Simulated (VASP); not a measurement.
# SiC (Moissanite 3C) (F-43m) in VASP: a series of runs

SiC (Moissanite 3C) is run at these levels: PBE; tasks: relaxation of cell and atoms, single point.

Everything below comes from runs of VASP 6.6.1. Logs are shortened: lines on timing, memory, paths and dates and some standing lists are left out, and cuts for length are marked.

**Experimental background.**

“Insight into the structural, elastic and electronic properties of a new orthorhombic 6O-SiC polytype”, 2020, pmc:7200658 quotes, for a bulk crystal of SiC: band gap 2.4 eV (indirect).

How close the calculation comes is told below.

## 1. The cell of the first run

The structure is cubic, space group F-43m (No. 216). The conventional cell has a = 4.358 Å, b = 4.358 Å, c = 4.358 Å, α = 90.00°, β = 90.00°, γ = 90.00°. Within 2.5 Å of Si (site symmetry -43m) lie 4 C at 1.89 Å. Within 2.5 Å of C (site symmetry -43m) lie 4 Si at 1.89 Å.

## 2. Relaxation of cell and atoms, PBE

The input, INCAR:

```
SYSTEM = SiC
PREC = Accurate
ENCUT = 600
EDIFF = 1E-6
ISMEAR = 0
SIGMA = 0.02
LREAL = .False.
LASPH = .True.
NELM = 100
ALGO = Normal
ISIF = 3
LWAVE = .False.
LCHARG = .False.
GGA = PE
IBRION = 2
NSW = 100
EDIFFG = -0.005
```

The input, KPOINTS:

```
Automatic mesh
0
Gamma
  10 10 10
  0 0 0
```

The input, POSCAR:

```
SiC
1.0
    0.0000000000      2.1790000000      2.1790000000
    2.1790000000      0.0000000000      2.1790000000
    2.1790000000      2.1790000000      0.0000000000
Si C
1 1
Direct
    0.0000000000      0.0000000000      0.0000000000
    0.2500000000      0.2500000000      0.2500000000
```

Potentials or basis: VASP PAW PBE potentials, release 64 (Si, C).

Launch:

```
$ cat potpaw_PBE.64/Si/POTCAR potpaw_PBE.64/C/POTCAR > POTCAR
$ mpirun -np 1 vasp_std > vasp.out
```

OUTCAR:

```text
SYSTEM = SiC
   PREC = Accurate
   ENCUT = 600
   EDIFF = 1E-6
   ISMEAR = 0
   LREAL = .False.
   LASPH = .True.
   NELM = 100
   ISIF = 3
   GGA = PE
   IBRION = 2
   NSW = 100
   EDIFFG = -0.005

 ion  position               nearest neighbor table
   1  0.000  0.000  0.000-   2 1.89   2 1.89   2 1.89   2 1.89
   2  0.250  0.250  0.250-   1 1.89   1 1.89   1 1.89   1 1.89

  LATTYP: Found a face centered cubic cell.
 ALAT       =     4.3580000000

  Lattice vectors:

 A1 = (   0.0000000000,   2.1790000000,   2.1790000000)
 A2 = (   2.1790000000,   0.0000000000,   2.1790000000)
 A3 = (   2.1790000000,   2.1790000000,   0.0000000000)

Analysis of symmetry for initial positions (statically):
=====================================================================
 Subroutine PRICEL returns:
 Original cell was already a primitive cell.

 Routine SETGRP: Setting up the symmetry group for a
 face centered cubic supercell.

 Subroutine GETGRP returns: Found 24 space group operations
 (whereof 24 operations were pure point group operations)
 out of a pool of 48 trial point group operations.

The static configuration has the point symmetry T_d .

Analysis of symmetry for dynamics (positions and initial velocities):
=====================================================================
 Subroutine PRICEL returns:
 Original cell was already a primitive cell.

 Routine SETGRP: Setting up the symmetry group for a
 face centered cubic supercell.

 Subroutine GETGRP returns: Found 24 space group operations
 (whereof 24 operations were pure point group operations)
 out of a pool of 48 trial point group operations.

The dynamic configuration has the point symmetry T_d .

 Subroutine INISYM returns: Found 24 space group operations
 (whereof 24 operations are pure point group operations),
 and found     1 'primitive' translations

----------------------------------------------------------------------------------------

                                     Primitive cell

  volume of cell :      20.6920

  direct lattice vectors                    reciprocal lattice vectors
     0.000000000  2.179000000  2.179000000    -0.229463056  0.229463056  0.229463056
     2.179000000  0.000000000  2.179000000     0.229463056 -0.229463056  0.229463056
     2.179000000  2.179000000  0.000000000     0.229463056  0.229463056 -0.229463056

  length of vectors
     3.081571352  3.081571352  3.081571352     0.397441672  0.397441672  0.397441672

  position of ions in fractional coordinates (direct lattice)
     0.000000000  0.000000000  0.000000000
     0.250000000  0.250000000  0.250000000

  ion indices of the primitive-cell ions
   primitive index   ion index
                 1           1
                 2           2

----------------------------------------------------------------------------------------

 KPOINTS: Automatic mesh

Automatic generation of k-mesh.
 Grid dimensions read from file:
 generate k-points for:   10   10   10

 Generating k-lattice:

  Cartesian coordinates                     Fractional coordinates (reciprocal lattice)
    -0.022946306  0.022946306  0.022946306     0.100000000  0.000000000  0.000000000
     0.022946306 -0.022946306  0.022946306     0.000000000  0.100000000  0.000000000
     0.022946306  0.022946306 -0.022946306     0.000000000  0.000000000  0.100000000

  Length of vectors
     0.039744167  0.039744167  0.039744167

  Shift w.r.t. Gamma in fractional coordinates (k-lattice)
     0.000000000  0.000000000  0.000000000

 Subroutine IBZKPT returns following result:
 ===========================================

 Found     47 irreducible k-points:

 Following reciprocal coordinates:
            Coordinates               Weight
  0.000000  0.000000  0.000000      1.000000
  0.100000  0.000000  0.000000      8.000000
  0.200000  0.000000  0.000000      8.000000
  0.300000  0.000000  0.000000      8.000000
  0.400000  0.000000  0.000000      8.000000
  0.500000  0.000000  0.000000      4.000000
[... 16 lines left out ...]
  0.300000  0.300000  0.000000      6.000000
  0.400000  0.300000  0.000000     24.000000
 [... further k-points ...]
   k-points           NKPTS =     47   k-points in BZ     NKDIM =     47   number of bands    NBANDS=      8
   number of dos      NEDOS =    301   number of ions     NIONS =      2
   total plane-waves  NPLWV =  21952
   dimension x,y,z NGX =    28 NGY =   28 NGZ =   28
   dimension x,y,z NGXF=    56 NGYF=   56 NGZF=   56
   ions per type =               1   1
   NGX,Y,Z   is equivalent  to a cutoff of  15.11, 15.11, 15.11 a.u.
   NGXF,Y,Z  is equivalent  to a cutoff of  30.21, 30.21, 30.21 a.u.
 SYSTEM =  SiC
   PREC   = accura    normal or accurate (medium, high low for compatibility)
   ISTART =      0    job   : 0-new  1-cont  2-samecut
   ICHARG =      2    charge: 1-file 2-atom 10-const
   ISPIN  =      1    spin polarized calculation?
   LNONCOLLINEAR =      F non collinear calculations
   LSORBIT =      F    spin-orbit coupling
   LASPH  =      T    aspherical Exc in radial PAW
   ENCUT  =  600.0 eV  44.10 Ry    6.64 a.u.   6.15  6.15  6.15*2*pi/ulx,y,z
   NELM   =    100;   NELMIN=  2; NELMDL= -5     # of ELM steps
   EDIFF  = 0.1E-05   stopping-criterion for ELM
   LREAL  =      F    real-space projection
   EDIFFG = -.5E-02   stopping-criterion for IOM
   NSW    =    100    number of steps for IOM
   IBRION =      2    ionic relax: 0-MD 1-quasi-New 2-CG
   NFREE  =      1    steps in history (QN), initial steepest desc. (CG)
   ISIF   =      3    stress and relaxation
   ISYM   =      2    0-nonsym 1-usesym 2-fastsym
   POTIM  = 0.5000    time-step for ionic-motion
   TEBEG  =    0.0;   TEEND  =   0.0 temperature during run
   PSTRESS=    0.0 pullay stress
   NELECT =       8.0000    total number of electrons
   NUPDOWN=      -1.0000    fix difference up-down
   EMIN   =  10.00;   EMAX   =-10.00  energy-range for DOS
   EFERMI =   0.00;   METHOD = LEGACY
   ISMEAR =     0;   SIGMA  =   0.02  broadening in eV -4-tet -1-fermi 0-gaus
   EFERMI_NEDOS =   21; number of points for ismear=-14 and -15
   IALGO  =     38    algorithm
   IMIX   =      4    mixing-type and parameters
     AMIX     =   0.40;   BMIX     =  1.00
     AMIX_MAG =   1.60;   BMIX_MAG =  1.00
  volume/ion in A,a.u.               =      10.35        69.82
  Fermi-wavevector in a.u.,A,eV,Ry     =   1.192626  2.253736 19.352338  1.422357
  Thomas-Fermi vector in A             =   2.328660
   LORBIT       =      0    0 simple, 1 ext, 2 COOP (PROOUT), +10 PAW based schemes
   GGA     = PE    functional components
   LHFCALC =     F    Hartree Fock is set to
   AEXX    =    0.0000 exact exchange contribution
   IVDW    =     0    specifies the selected vdW correction
   LEPSILON=     F    determine dielectric tensor
   LRPA    =     F    only Hartree local field effects (RPA)
 conjugate gradient relaxation of ions
 non-spin polarized calculation
 Gauss-broadening in eV      SIGMA  =   0.02
  energy-cutoff  :      600.00
  volume of cell :       20.69
 maximum number of plane-waves:       701
 NGX is ok and might be reduce to    28
   NGX = 13   NGY = 13   NGZ = 13

--------------------------------------- Ionic step        1  -------------------------------------------

 number of electron       8.0000000 magnetization

 Free energy of the ion-electron system (eV)
  ---------------------------------------------------
  ext. energy  EPLUGINS =         0.00000000
  ---------------------------------------------------
  free energy    TOTEN  =       -15.05911966 eV

  energy without entropy =      -15.05911966  energy(sigma->0) =      -15.05911966

------------------------ aborting loop because EDIFF is reached ----------------------------------------

  FORCE on cell =-STRESS in cart. coord.  units (eV):
  Direction    XX          YY          ZZ          XY          YZ          ZX
  --------------------------------------------------------------------------------------
  -------------------------------------------------------------------------------------
  Total        0.3979537      0.3979537      0.3979537      0.0000000      0.0000000      0.0000000
  in kB       30.8135264     30.8135264     30.8135264      0.0000000      0.0000000      0.0000000
  external PRESSURE =      30.8135264 kB  Pullay stress =       0.0000000 kB
[... 57 lines left out ...]
  energy  without entropy=      -15.0589583066  energy(sigma->0) =      -15.05895831

--------------------------------------- Ionic step        3  -------------------------------------------

 number of electron       8.0000000 magnetization

 Free energy of the ion-electron system (eV)
  ---------------------------------------------------
  ext. energy  EPLUGINS =         0.00000000
  ---------------------------------------------------
  free energy    TOTEN  =       -15.06188963 eV

  energy without entropy =      -15.06188963  energy(sigma->0) =      -15.06188963

 E-fermi :   8.1066     XC(G=0): -11.2947

 val. band max:        7.9490656383   @ k =   0.0000   0.0000   0.0000
 cond. band min:       9.3195810983   @ k =   0.5000   0.5000   0.0000
 fundamental gap:      1.3705154600
 Fermi energy:         8.1065592018

 k-point     1 :       0.0000    0.0000    0.0000
  band No.  band energies     occupation
      1      -7.3440      2.00000
      2       7.9491      2.00000
      3       7.9491      2.00000
      4       7.9491      2.00000
      5      14.0180      0.00000
      6      15.1601      0.00000
      7      15.1601      0.00000
      8      15.1601      0.00000
[... 243 lines left out ...]
 k-point    24 :       0.4000    0.3000    0.0000
  band No.  band energies     occupation
      1      -4.2402      2.00000
      2       2.3849      2.00000
      3       4.8262      2.00000
      4       5.3467      2.00000
      5      10.8088      0.00000
      6      13.5160      0.00000
      7      19.4206      0.00000
      8      19.7483      0.00000

 [... further k-points ...]
[... 5 lines left out ...]
  --------------------------------------------------------------------------------------
  -------------------------------------------------------------------------------------
  Total        0.0009349      0.0009349      0.0009349      0.0000000      0.0000000      0.0000000
  in kB        0.0713794      0.0713794      0.0713794      0.0000000      0.0000000      0.0000000
  external PRESSURE =       0.0713794 kB  Pullay stress =       0.0000000 kB
[... 17 lines left out ...]
  FREE ENERGIE OF THE ION-ELECTRON SYSTEM (eV)
  ---------------------------------------------------
  free  energy   TOTEN  =       -15.0618896315 eV

  energy  without entropy=      -15.0618896315  energy(sigma->0) =      -15.06188963

 reached required accuracy - stopping structural energy minimisation
```

Wall time 37 s (1 thread of AMD EPYC 7R43 (Zen 3), shared host); peak memory 0.12 GiB.

Results:

```
Free energy                            : -15.0619 eV
Relaxed volume                         : 10.49 Å³/atom
Relaxed cell                           : a = 3.096 Å, b = 3.096 Å, c = 3.096 Å, α = 60.00°, β = 60.00°, γ = 60.00°
Space group after relaxing (to 0.05 Å) : F-43m (No. 216)
Energy gained by relaxing              : 1.4 meV/atom
Ionic steps                            : 3
Pressure after relaxing                : 0.0 GPa
Band gap on the k mesh                 : 1.37 eV, indirect (least direct gap 4.53 eV)
```

The path:
| step | energy change (eV) | largest force (eV/Å) | pressure (GPa) | volume (Å³) |
| --- | --- | --- | --- | --- |
| 1 | 0.0000 | 0.0000 | 3.08 | 20.69 |
| 2 | 0.0002 | 0.0000 | -3.00 | 21.29 |
| 3 | -0.0028 | 0.0000 | 0.01 | 20.99 |

Final structure:
```yaml
crystal:
  lattice:
    - [0.00000, 2.18924, 2.18924]
    - [2.18924, 0.00000, 2.18924]
    - [2.18924, 2.18924, 0.00000]
  atoms:
    - { symbol: Si, position: [0.00000, 0.00000, 0.00000] }
    - { symbol: C, position: [0.25000, 0.25000, 0.25000] }
```

Levels at points of the mesh, in eV from the valence-band top:
```tsv
k point	band 1	band 2	band 3	band 4	band 5	band 6	band 7	band 8
(0.00, 0.00, 0.00)	-15.29	0.00	0.00	0.00	6.07	7.21	7.21	7.21
(0.50, 0.00, 0.00)	-11.78	-8.46	-1.05	-1.05	5.31	7.17	7.17	9.98
(0.50, 0.50, 0.00)	-10.34	-7.75	-3.16	-3.16	1.37	4.27	13.87	13.87
```

A k mesh can miss the band edges. PBE usually gives volumes a little too large and moduli too small.

## 3. Single point, PBE

This run uses another cell than the first one, of 10.50 Å³/atom, 1.015 times its volume.

The input, INCAR:

```
ALGO     = Normal         # electronic algorithm
EDIFF    = 1E-7           # SCF threshold, eV
ENCUT    = 520            # plane-wave cutoff, eV
GGA      = PE             # functional
ISIF     = 2              # what is computed and relaxed
ISMEAR   = 0              # smearing method
LASPH    = True           # aspherical terms in the spheres
LCHARG   = False          # write CHGCAR
LREAL    = False          # projectors in reciprocal space
LWAVE    = False          # write WAVECAR
NBANDS   = 11             # bands
NELM     = 80             # most SCF steps
PREC     = Accurate       # precision mode
SIGMA    = 0.02           # smearing width, eV
```

The input, KPOINTS:

```
k-points
0
Gamma
  10 10 10
```

The input, POSCAR:

```
SiC
1.0
    0.0000000000      2.1898675900      2.1898675900
    2.1898675900      0.0000000000      2.1898675900
    2.1898675900      2.1898675900      0.0000000000
Si C
1 1
Direct
    0.0000000000      0.0000000000      0.0000000000
    0.2500000000      0.2500000000      0.2500000000
```

Potentials or basis: VASP PAW PBE potentials, release 64 (Si, C).

Launch:

```
$ cat potpaw_PBE.64/Si/POTCAR potpaw_PBE.64/C/POTCAR > POTCAR
$ mpirun -np 1 vasp_std > vasp.out
```

Wall time 6.4 s (1 thread of Intel Xeon 6975P-C, shared host); peak memory 0.14 GiB.

The run converged. Its results:

```yaml
Free_energy: -15.0608 eV
Pressure: 0.0 GPa
Band_gap_on_the_k_mesh: 1.37 eV, indirect (least direct gap 4.53 eV)
```

Levels at points of the mesh, in eV from the valence-band top:
| k point | band 1 | band 2 | band 3 | band 4 | band 5 | band 6 | band 7 | band 8 |
| --- | --- | --- | --- | --- | --- | --- | --- | --- |
| (0.00, 0.00, 0.00) | -15.29 | 0.00 | 0.00 | 0.00 | 6.06 | 7.20 | 7.20 | 7.20 |
| (0.50, 0.00, 0.00) | -11.78 | -8.45 | -1.05 | -1.05 | 5.30 | 7.17 | 7.17 | 9.97 |
| (0.50, 0.50, 0.00) | -10.34 | -7.75 | -3.16 | -3.16 | 1.37 | 4.27 | 13.86 | 13.86 |

## 4. Relaxation of cell and atoms, PBE

The input, INCAR:

```
SYSTEM = SiC
PREC = Accurate
ENCUT = 600
EDIFF = 1E-6
ISMEAR = 0
SIGMA = 0.02
LREAL = .False.
LASPH = .True.
NELM = 100
ALGO = Normal
ISIF = 3
LWAVE = .False.
LCHARG = .False.
GGA = PE
IBRION = 2
NSW = 100
EDIFFG = -0.005
```

The input, KPOINTS:

```
Automatic mesh
0
Gamma
  10 10 10
  0 0 0
```

The input, POSCAR:

```
SiC
1.0
    0.0000000000      2.1790000000      2.1790000000
    2.1790000000      0.0000000000      2.1790000000
    2.1790000000      2.1790000000      0.0000000000
Si C
1 1
Direct
    0.0000000000      0.0000000000      0.0000000000
    0.2500000000      0.2500000000      0.2500000000
```

Launch:

```
$ cat potpaw_PBE.64/Si/POTCAR potpaw_PBE.64/C/POTCAR > POTCAR
$ mpirun -np 1 vasp_std > vasp.out
```

Wall time 22 s (1 thread of Intel Xeon 6975P-C, shared host); peak memory 0.15 GiB.

It converged, with:

| Quantity | Value |
| --- | --- |
| Free energy | -15.0619 eV |
| Relaxed volume | 10.49 Å³/atom |
| Relaxed cell | a = 3.096 Å, b = 3.096 Å, c = 3.096 Å, α = 60.00°, β = 60.00°, γ = 60.00° |
| Space group after relaxing (to 0.05 Å) | F-43m (No. 216) |
| Energy gained by relaxing | 1.4 meV/atom |
| Ionic steps | 3 |
| Pressure after relaxing | 0.0 GPa |
| Band gap on the k mesh | 1.37 eV, indirect (least direct gap 4.53 eV) |

The path:
```
step  energy change (eV)  largest force (eV/Å)  pressure (GPa)  volume (Å³)
   1              0.0000                0.0000            3.08        20.69
   2              0.0002                0.0000           -3.00        21.29
   3             -0.0028                0.0000            0.01        20.99
```

Final structure:
```yaml
crystal:
  lattice:
    - [0.00000, 2.18924, 2.18924]
    - [2.18924, 0.00000, 2.18924]
    - [2.18924, 2.18924, 0.00000]
  atoms:
    - { symbol: Si, position: [0.00000, 0.00000, 0.00000] }
    - { symbol: C, position: [0.25000, 0.25000, 0.25000] }
```

Levels at points of the mesh, in eV from the valence-band top:
```csv
k point,band 2,band 3,band 4,band 5,band 6,band 7
"(0.00, 0.00, 0.00)",0.00,0.00,0.00,6.07,7.21,7.21
"(0.50, 0.00, 0.00)",-8.46,-1.05,-1.05,5.31,7.17,7.17
"(0.50, 0.50, 0.00)",-7.75,-3.16,-3.16,1.37,4.27,13.87
```

A k mesh can miss the band edges. PBE usually gives volumes a little too large and moduli too small.

## 5. Against experiment

Step 3. Measured gap of SiC: 2.4 eV (indirect; quoted in “Insight into the structural, elastic and electronic properties of a new orthorhombic 6O-SiC polytype”, 2020, pmc:7200658). This calculation gives 1.37 eV (-1.03 eV). The value is that of PBE on a finite k mesh, which can miss the band edges, without temperature or zero-point motion. Semilocal functionals fall short of measured gaps as a rule.
